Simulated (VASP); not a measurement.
# Ag (Fm-3m) in VASP: a series of runs

The runs below take Ag through relaxation of cell and atoms, single point, with PBEsol, PBE, BLYP.

Everything below comes from runs of VASP 6.6.1. Logs are shortened: lines on timing, memory, paths and dates and some standing lists are left out, and cuts for length are marked.

### Step 1. The cell of the first run

The structure is cubic, space group Fm-3m (No. 225). Conventional cell: a = 4.085 Å, b = 4.085 Å, c = 4.085 Å, α = 90.00°, β = 90.00°, γ = 90.00°. Ag (site symmetry m-3m) has 12 Ag at 2.89 Å within 3.8 Å.

### Step 2. Relaxation of cell and atoms, PBEsol, target pressure 30 GPa, at which the enthalpy is minimised

The input, INCAR:

```
SYSTEM = Ag
PREC = Accurate
ENCUT = 600
EDIFF = 1E-6
ISMEAR = -1
SIGMA = 0.05
LREAL = .FALSE.
LASPH = .TRUE.
NELM = 100
ALGO = Normal
ISIF = 3
LWAVE = .FALSE.
LCHARG = .FALSE.
GGA = PS
IBRION = 2
NSW = 80
EDIFFG = -0.02
PSTRESS = 300.0
```

The input, KPOINTS:

```
Automatic mesh
0
G
  11 11 11
  0 0 0
```

The input, POSCAR:

```
Ag
1.0
    0.0000000000      2.0427500000      2.0427500000
    2.0427500000      0.0000000000      2.0427500000
    2.0427500000      2.0427500000      0.0000000000
Ag
1
Direct
    0.0000000000      0.0000000000      0.0000000000
```

Potentials or basis: VASP PAW PBE potentials, release 64 (Ag).

Started as:

```console
cat potpaw_PBE.64/Ag/POTCAR > POTCAR
mpirun -np 1 vasp_std > vasp.out
```

OUTCAR:

```text
SYSTEM = Ag
   PREC = Accurate
   ENCUT = 600
   EDIFF = 1E-6
   ISMEAR = -1
   LREAL = .FALSE.
   LASPH = .TRUE.
   NELM = 100
   ISIF = 3
   GGA = PS
   IBRION = 2
   NSW = 80
   EDIFFG = -0.02
   PSTRESS = 300.0

 ion  position               nearest neighbor table
   1  0.000  0.000  0.000-

  LATTYP: Found a face centered cubic cell.
 ALAT       =     4.0855000000

  Lattice vectors:

 A1 = (   0.0000000000,   2.0427500000,   2.0427500000)
 A2 = (   2.0427500000,   0.0000000000,   2.0427500000)
 A3 = (   2.0427500000,   2.0427500000,   0.0000000000)

Analysis of symmetry for initial positions (statically):
=====================================================================
 Subroutine PRICEL returns:
 Original cell was already a primitive cell.

 Routine SETGRP: Setting up the symmetry group for a
 face centered cubic supercell.

 Subroutine GETGRP returns: Found 48 space group operations
 (whereof 48 operations were pure point group operations)
 out of a pool of 48 trial point group operations.

The static configuration has the point symmetry O_h .

Analysis of symmetry for dynamics (positions and initial velocities):
=====================================================================
 Subroutine PRICEL returns:
 Original cell was already a primitive cell.

 Routine SETGRP: Setting up the symmetry group for a
 face centered cubic supercell.

 Subroutine GETGRP returns: Found 48 space group operations
 (whereof 48 operations were pure point group operations)
 out of a pool of 48 trial point group operations.

The dynamic configuration has the point symmetry O_h .

 Subroutine INISYM returns: Found 48 space group operations
 (whereof 48 operations are pure point group operations),
 and found     1 'primitive' translations

----------------------------------------------------------------------------------------

                                     Primitive cell

  volume of cell :      17.0481

  direct lattice vectors                    reciprocal lattice vectors
     0.000000000  2.042750000  2.042750000    -0.244768082  0.244768082  0.244768082
     2.042750000  0.000000000  2.042750000     0.244768082 -0.244768082  0.244768082
     2.042750000  2.042750000  0.000000000     0.244768082  0.244768082 -0.244768082

  length of vectors
     2.888884755  2.888884755  2.888884755     0.423950755  0.423950755  0.423950755

  position of ions in fractional coordinates (direct lattice)
     0.000000000  0.000000000  0.000000000

  ion indices of the primitive-cell ions
   primitive index   ion index
                 1           1

----------------------------------------------------------------------------------------

 KPOINTS: Automatic mesh

Automatic generation of k-mesh.
 Grid dimensions read from file:
 generate k-points for:   11   11   11

 Generating k-lattice:

  Cartesian coordinates                     Fractional coordinates (reciprocal lattice)
    -0.022251644  0.022251644  0.022251644     0.090909091  0.000000000  0.000000000
     0.022251644 -0.022251644  0.022251644     0.000000000  0.090909091  0.000000000
     0.022251644  0.022251644 -0.022251644     0.000000000  0.000000000  0.090909091

  Length of vectors
     0.038540978  0.038540978  0.038540978

  Shift w.r.t. Gamma in fractional coordinates (k-lattice)
     0.000000000  0.000000000  0.000000000

 Subroutine IBZKPT returns following result:
 ===========================================

 Found     56 irreducible k-points:

 Following reciprocal coordinates:
            Coordinates               Weight
  0.000000  0.000000  0.000000      1.000000
  0.090909  0.000000  0.000000      8.000000
  0.181818  0.000000  0.000000      8.000000
  0.272727  0.000000  0.000000      8.000000
  0.363636  0.000000  0.000000      8.000000
  0.454545  0.000000  0.000000      8.000000
[... 16 lines left out ...]
 -0.272727  0.181818  0.000000     24.000000
 -0.181818  0.181818  0.000000     12.000000
 [... further k-points ...]
   k-points           NKPTS =     56   k-points in BZ     NKDIM =     56   number of bands    NBANDS=      9
   number of dos      NEDOS =    301   number of ions     NIONS =      1
   total plane-waves  NPLWV =  13824
   dimension x,y,z NGX =    24 NGY =   24 NGZ =   24
   dimension x,y,z NGXF=    48 NGYF=   48 NGZF=   48
   ions per type =               1
   NGX,Y,Z   is equivalent  to a cutoff of  13.81, 13.81, 13.81 a.u.
   NGXF,Y,Z  is equivalent  to a cutoff of  27.62, 27.62, 27.62 a.u.
 SYSTEM =  Ag
   PREC   = accura    normal or accurate (medium, high low for compatibility)
   ISTART =      0    job   : 0-new  1-cont  2-samecut
   ICHARG =      2    charge: 1-file 2-atom 10-const
   ISPIN  =      1    spin polarized calculation?
   LNONCOLLINEAR =      F non collinear calculations
   LSORBIT =      F    spin-orbit coupling
   LASPH  =      T    aspherical Exc in radial PAW
   ENCUT  =  600.0 eV  44.10 Ry    6.64 a.u.   5.77  5.77  5.77*2*pi/ulx,y,z
   NELM   =    100;   NELMIN=  2; NELMDL= -5     # of ELM steps
   EDIFF  = 0.1E-05   stopping-criterion for ELM
   LREAL  =      F    real-space projection
   EDIFFG = -.2E-01   stopping-criterion for IOM
   NSW    =     80    number of steps for IOM
   IBRION =      2    ionic relax: 0-MD 1-quasi-New 2-CG
   NFREE  =      1    steps in history (QN), initial steepest desc. (CG)
   ISIF   =      3    stress and relaxation
   ISYM   =      2    0-nonsym 1-usesym 2-fastsym
   POTIM  = 0.5000    time-step for ionic-motion
   TEBEG  =    0.0;   TEEND  =   0.0 temperature during run
   PSTRESS=  300.0 pullay stress
   NELECT =      11.0000    total number of electrons
   NUPDOWN=      -1.0000    fix difference up-down
   EMIN   =  10.00;   EMAX   =-10.00  energy-range for DOS
   EFERMI =   0.00;   METHOD = LEGACY
   ISMEAR =    -1;   SIGMA  =   0.05  broadening in eV -4-tet -1-fermi 0-gaus
   EFERMI_NEDOS =   21; number of points for ismear=-14 and -15
   IALGO  =     38    algorithm
   IMIX   =      4    mixing-type and parameters
     AMIX     =   0.40;   BMIX     =  1.00
     AMIX_MAG =   1.60;   BMIX_MAG =  1.00
  volume/ion in A,a.u.               =      17.05       115.05
  Fermi-wavevector in a.u.,A,eV,Ry     =   1.414644  2.673290 27.228221  2.001218
  Thomas-Fermi vector in A             =   2.536165
   LORBIT       =      0    0 simple, 1 ext, 2 COOP (PROOUT), +10 PAW based schemes
   GGA     = PS    functional components
   LHFCALC =     F    Hartree Fock is set to
   AEXX    =    0.0000 exact exchange contribution
   IVDW    =     0    specifies the selected vdW correction
   LEPSILON=     F    determine dielectric tensor
   LRPA    =     F    only Hartree local field effects (RPA)
 conjugate gradient relaxation of ions
 non-spin polarized calculation
  energy-cutoff  :      600.00
  volume of cell :       17.05
 maximum number of plane-waves:       578
   NGX = 11   NGY = 11   NGZ = 11

--------------------------------------- Ionic step        1  -------------------------------------------

 number of electron      10.9999999 magnetization

 Free energy of the ion-electron system (eV)
  ---------------------------------------------------
  ext. energy  EPLUGINS =         0.00000000
  ---------------------------------------------------
  free energy    TOTEN  =        -3.30977843 eV

  energy without entropy =       -3.30712252  energy(sigma->0) =       -3.30845048

 E-fermi :   8.4409     XC(G=0): -12.4143

 val. band max:        8.3990030745   @ k =  -0.4545   0.0909   0.0000
 cond. band min:       8.4920272281   @ k =   0.4545   0.3636   0.0000
 fundamental gap:      0.0930241536
 Fermi energy:         8.4408730555

 k-point     1 :       0.0000    0.0000    0.0000
  band No.  band energies     occupation
      1       0.4013      2.00000
      2       3.4545      2.00000
      3       3.4545      2.00000
      4       3.4545      2.00000
      5       4.5008      2.00000
      6       4.5008      2.00000
      7      24.2186      0.00000
      8      27.7918      0.00000
      9      27.7918      0.00000

 k-point     2 :       0.0909    0.0000    0.0000
  band No.  band energies     occupation
      1       0.6568      2.00000
      2       3.3984      2.00000
      3       3.5233      2.00000
      4       3.5233      2.00000
      5       4.4763      2.00000
      6       4.4763      2.00000
      7      24.1823      0.00000
      8      26.0041      0.00000
      9      27.8917      0.00000
[... 403 lines left out ...]
  FREE ENERGIE OF THE ION-ELECTRON SYSTEM (eV)
  ---------------------------------------------------
  free  energy   TOTEN  =        -3.1468875971 eV

  energy  without entropy=       -3.1454949903  energy(sigma->0) =       -3.14619129

  enthalpy is  TOTEN    =        -0.4727652830 eV   P V=        2.6741223141

--------------------------------------- Ionic step        5  -------------------------------------------

 number of electron      11.0000002 magnetization

 Free energy of the ion-electron system (eV)
  ---------------------------------------------------
  ext. energy  EPLUGINS =         0.00000000
  ---------------------------------------------------
  free energy    TOTEN  =        -3.12128828 eV

  energy without entropy =       -3.11988033  energy(sigma->0) =       -3.12058431

 E-fermi :  11.2580     XC(G=0): -13.5659

 val. band max:       11.1371660101   @ k =   0.4545   0.2727   0.0000
 cond. band min:      11.3543679494   @ k =   0.4545   0.3636   0.0000
 fundamental gap:      0.2172019393
 Fermi energy:        11.2580171248

 k-point     1 :       0.0000    0.0000    0.0000
  band No.  band energies     occupation
      1       1.7997      2.00000
      2       5.5615      2.00000
      3       5.5615      2.00000
      4       5.5615      2.00000
      5       7.0140      2.00000
      6       7.0140      2.00000
      7      27.3766      0.00000
      8      32.0723      0.00000
      9      37.4420      0.00000

 k-point     2 :       0.0909    0.0000    0.0000
  band No.  band energies     occupation
      1       2.0979      2.00000
      2       5.4776      2.00000
      3       5.6542      2.00000
      4       5.6542      2.00000
      5       6.9764      2.00000
      6       6.9764      2.00000
      7      27.5768      0.00000
      8      30.2157      0.00000
      9      32.3499      0.00000
[... 286 lines left out ...]
 POSITION                                       TOTAL-FORCE (eV/Angst)
 -----------------------------------------------------------------------------------
      0.00000      0.00000      0.00000         0.000000      0.000000      0.000000
 -----------------------------------------------------------------------------------
    total drift:                               -0.000000     -0.000000      0.000000

  FREE ENERGIE OF THE ION-ELECTRON SYSTEM (eV)
  ---------------------------------------------------
  free  energy   TOTEN  =        -3.1212882833 eV

  energy  without entropy=       -3.1198803294  energy(sigma->0) =       -3.12058431

  enthalpy is  TOTEN    =        -0.4737646133 eV   P V=        2.6475236699

 reached required accuracy - stopping structural energy minimisation
```

Wall time 50 s (1 thread of AMD EPYC 7R43 (Zen 3), shared host); peak memory 0.12 GiB.

Results:

```
Free energy                                            : -3.1213 eV
Relaxed volume                                         : 14.14 Å³/atom
Relaxed cell                                           : a = 2.714 Å, b = 2.714 Å, c = 2.714 Å, α = 60.00°, β = 60.00°, γ = 60.00°
Space group after relaxing (to 0.05 Å)                 : Fm-3m (No. 225)
Energy change on relaxing (the enthalpy is what falls) : +188.5 meV/atom
Ionic steps                                            : 5
Pressure after relaxing                                : 30.1 GPa
```

Step by step:
```csv
step,energy change (eV),largest force (eV/Å),pressure (GPa),volume (Å³)
1,0.0000,0.0000,-3.10,17.05
2,3.3941,0.0000,278.87,9.75
3,0.1362,0.0000,24.64,14.45
4,0.1629,0.0000,27.45,14.28
5,0.1885,0.0000,30.15,14.14
```

Final structure:
```
Ag
1.0
     0.00000    1.91926    1.91926
     1.91926    0.00000    1.91926
     1.91926    1.91926    0.00000
Ag
1
Direct
  0.00000 0.00000 0.00000
```

Levels at points of the mesh, in eV from the Fermi level:
```
           k point  band 3  band 4  band 5  band 6  band 7  band 8  band 9
(0.00, 0.00, 0.00)   -5.70   -5.70   -4.24   -4.24   16.12   20.81   26.18
```

Caveat: the cell is relaxed towards a set pressure, so the enthalpy falls and the energy may rise; the volume moved by over 15 % at a fixed basis, so the end points are rough; the PAW data sets were made with another functional, which shifts forces and pressure a little.

### Step 3. Single point, PBE

The input, INCAR:

```
PREC = Accurate
ENCUT = 520
EDIFF = 1E-6
ISMEAR = 0
SIGMA = 0.02
LREAL = False
LASPH = True
NELM = 80
ALGO = Normal
ISIF = 2
LWAVE = False
LCHARG = False
GGA = PE
NBANDS = 12
```

The input, KPOINTS:

```
regular mesh
0
Gamma
  11 11 11
```

POSCAR is that of step 2.

Potentials or basis: VASP PAW PBE potentials, release 64 (Ag).

Started as:

```console
cat potpaw_PBE.64/Ag/POTCAR > POTCAR
mpirun -np 1 vasp_std > vasp.out
```

Wall time 6.7 s (1 thread of Intel Xeon Platinum 8259CL at 2.50GHz (Skylake/Cascade Lake), shared host); peak memory 0.14 GiB.

The run converged. Its results:

```yaml
Free_energy: -2.7092 eV
Pressure: 4.1 GPa
```

Levels at points of the mesh, in eV from the Fermi level:
```
           k point  band 4  band 5  band 6  band 7  band 8  band 9
(0.00, 0.00, 0.00)   -5.09   -4.06   -4.06   15.75   19.33   19.33
```

### Step 4. Single point, PBE

The input, INCAR:

```
SYSTEM = Ag
PREC = Accurate
ENCUT = 520
EDIFF = 1E-6
ISMEAR = 0
SIGMA = 0.016
LREAL = .FALSE.
LASPH = .TRUE.
NELM = 80
ALGO = Normal
ISIF = 2
LWAVE = .FALSE.
LCHARG = .TRUE.
GGA = PE
LELF = .TRUE.
LVHAR = .TRUE.
NBANDS = 12
```

The input, KPOINTS:

```
Automatic mesh
0
G
  11 11 11
  0 0 0
```

POSCAR is that of step 3.

Started as:

```console
cat potpaw_PBE.64/Ag/POTCAR > POTCAR
mpirun -np 1 vasp_std > vasp.out
```

Run time: 7.1 s. Hardware: 1 thread of Intel Xeon Platinum 8259CL at 2.50GHz (Skylake/Cascade Lake), shared host; peak memory 0.14 GiB.

The run converged. Its results:

- Free energy: -2.7092 eV
- Pressure: 4.1 GPa

Levels at points of the mesh, in eV from the Fermi level:
```
           k point  band 3  band 4  band 5  band 6  band 7  band 8  band 9  band 10
(0.00, 0.00, 0.00)   -5.10   -5.10   -4.06   -4.06   15.75   19.33   19.33    19.33
```

### Step 5. Single point, BLYP

The input, INCAR:

```
PREC = Accurate
ENCUT = 520
EDIFF = 1E-6
ISMEAR = -1
SIGMA = 0.05
LREAL = F
LASPH = T
NELM = 100
ALGO = Normal
ISIF = 2
LWAVE = F
LCHARG = F
GGA = B5
ALDAX = 1.0
AGGAX = 1.0
AGGAC = 1.0
ALDAC = 0.0
NBANDS = 12
```

The input, KPOINTS:

```
Automatic mesh
0
Gamma
  11 11 11
```

POSCAR is that of step 4.

Started as:

```console
cat potpaw_PBE.64/Ag/POTCAR > POTCAR
mpirun -np 1 vasp_std > vasp.out
```

It took 10 s on 1 thread of Intel Xeon Platinum 8259CL at 2.50GHz (Skylake/Cascade Lake), shared host; peak memory 0.14 GiB.

It converged, with:

```
Free energy : -2.0195 eV
Pressure    : 12.1 GPa
```

Levels at points of the mesh, in eV from the Fermi level:
```tsv
k point	band 4	band 5	band 6	band 7	band 8	band 9
(0.00, 0.00, 0.00)	-5.23	-4.20	-4.20	15.97	19.32	19.32
```

Caveat: the PAW data sets were made with another functional, which shifts forces and pressure a little.

### Step 6. Overview

| task | level | cell | cutoff (eV) | smearing | gap on the mesh (eV) | pressure (GPa) |
| --- | --- | --- | --- | --- | --- | --- |
| relaxation of cell and atoms | PBEsol | relaxed to 30 GPa | 600 | fermi-dirac 0.05 eV | none | 30.1 |
| single point | PBE | as given | 520 | gaussian 0.02 eV | none | 4.1 |
| single point | PBE | as given | 520 | gaussian 0.016 eV | none | 4.1 |
| single point | BLYP | as given | 520 | fermi-dirac 0.05 eV | none | 12.1 |

Alike in all rows: potentials or basis VASP PAW PBE potentials, release 64 (Ag); no spin polarisation; k mesh 11 × 11 × 11.

Every run on the cell as given and a fine mesh finds a metal. The pressure there spans 4.1 GPa (PBE) to 12.1 GPa (BLYP); a positive pressure means that this level wants a larger cell, a negative one a smaller.

Caveats: the PAW data sets were made with another functional, which shifts forces and pressure a little (some runs); the cell is relaxed towards a set pressure, so the enthalpy falls and the energy may rise (some runs); the volume moved by over 15 % at a fixed basis, so the end points are rough (some runs).

Total energies depend on the potentials used, so only differences within one code and one set of settings carry meaning.
